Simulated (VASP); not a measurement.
Write the native input for VASP 6.6.1 that does the following.

```yaml
Task: single point
Functional: PBE
Potentials_or_basis: VASP PAW PBE potentials, release 64 (Mo_sv)
Cutoff: 520 eV
k_mesh: 8 × 8 × 8
Occupations: gaussian, width 0.1 eV
Spin: no spin polarisation
Dipole_correction: no
Further_INCAR_settings: ALGO = Normal; EDIFF = 1e-06; NBANDS = 13
```

The structure of Mo lies in POSCAR:

```
Mo
1.0
   -1.5710000000      1.5710000000      1.5710000000
    1.5710000000     -1.5710000000      1.5710000000
    1.5710000000      1.5710000000     -1.5710000000
Mo
1
Direct
    0.0000000000      0.0000000000      0.0000000000
```

These files were run (other wordings do the same):

INCAR

```
PREC = Accurate ; ENCUT = 520
EDIFF = 1E-6 ; ISMEAR = 0
SIGMA = 0.1 ; LREAL = False
LASPH = True ; NELM = 60
ALGO = Normal ; ISIF = 2
LWAVE = False ; LCHARG = False
GGA = PE ; NBANDS = 13
```

KPOINTS

```
Automatic mesh
0
Gamma
  8 8 8
```

Potentials or basis: VASP PAW PBE potentials, release 64 (Mo_sv).

Run with:

```console
$ cat potpaw_PBE.64/Mo_sv/POTCAR > POTCAR
$ mpirun -np 1 vasp_std > vasp.out
```

Results of the run:

```json
{
 "Pressure": "5.9 GPa",
 "Band gap on the k mesh": "zero (band 7 reaches 16.74 eV, above the bottom of band 8 at 11.34 eV)"
}
```

It took 5.1 s on 1 thread of Intel(R) Xeon(R) Platinum 8259CL CPU @ 2.50GHz (Skylake/Cascade Lake) (shared host), peak memory 0.12 GiB.
